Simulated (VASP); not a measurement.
A run of VASP 6.6.1 is set up as follows.

INCAR

```
  ALGO = Normal
  DIPOL = 0.5 0.5 0.321
  EDIFF = 1E-6
  ENCUT = 520
  GGA = PE
  IDIPOL = 3
  ISIF = 2
  ISMEAR = 0
  IVDW = 12
  LASPH = T
  LCHARG = F
  LDIPOL = T
  LREAL = F
  LWAVE = F
  NBANDS = 27
  NELM = 100
  PREC = Accurate
  SIGMA = 0.05
```

Contents of KPOINTS:

```
k-points
0
Gamma
  7 5 1
```

Contents of POSCAR:

```
Si3N
1.0
    3.8333442755      0.0000000000      0.0000000000
    0.0000000000      5.4211674636      0.0000000000
    0.0000000000      0.0000000000     22.4877586337
Si N
6 2
Direct
    0.5000000000      0.0000000000      0.1778745523
    0.0000000000      0.2500000000      0.1778745523
    0.0000000000      0.5038839981      0.2608672216
    0.5000000000      0.7461160019      0.2608672216
    0.5000000000      0.0086033066      0.3418641564
    0.0000000000      0.2413966934      0.3418641564
    0.8333333333      0.0086033066      0.4797169344
    0.8333333333      0.0086033066      0.5286324363
```

Potentials or basis: VASP PAW PBE potentials, release 64 (Si, N).

Run with:

```console
$ cat potpaw_PBE.64/Si/POTCAR potpaw_PBE.64/N/POTCAR > POTCAR
$ mpirun -np 1 vasp_std > vasp.out
```

**Question.** What does it give for the band gap on the k mesh?

**Answer.** Zero (bands 17 and 18 overlap by 0.29 eV).

**Question.** Estimate the largest force.

**Answer.** 2.228 eV/Å.

**Question.** What does it give for the dispersion energy per atom?

**Answer.** -0.205 eV.

Forces in eV/Å, atoms in the order of the input:
```
Si   0.011  0.568 -0.033
Si  -0.014 -0.564 -0.044
Si   0.007 -0.106 -0.007
Si  -0.008  0.085 -0.020
Si  -0.039 -0.004 -0.046
Si   0.015  0.055  0.005
N    0.046 -0.041 -2.083
N   -0.017  0.009  2.228
```

Caveat: the standard files for N, O and F lose accuracy on very short bonds.
